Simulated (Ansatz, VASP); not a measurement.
# AlN: VASP beside Ansatz

```
CELL_PARAMETERS angstrom
3.11300 0.00000 0.00000
-1.55650 2.69594 0.00000
0.00000 0.00000 4.98100
ATOMIC_POSITIONS crystal
Al 0.33333 0.66667 0.00000
Al 0.66667 0.33333 0.50000
N 0.33333 0.66667 0.38000
N 0.66667 0.33333 0.88000
```

Alike in both runs: task single point; functional PBEsol; k mesh 7 × 7 × 4; no spin polarisation.

```csv
,VASP,Ansatz
version,VASP 6.6.1,Ansatz 0.2.0
potentials or method,"VASP PAW PBE potentials, release 64 (Al, N), cutoff 600 eV","plane waves, PAW"
occupations,"gaussian, width 0.01 eV",fixed
valence electrons in the cell,16,16
```

Ansatz gave:

| Property | Result |
| --- | --- |
| gap on the k mesh at the Fermi level (eV) | 4.13 |

Problem. Estimate VASP's values.

Solution. gap on the k mesh at the Fermi level (eV): 4.15.

VASP's potentials were made for PBE, not for PBEsol.
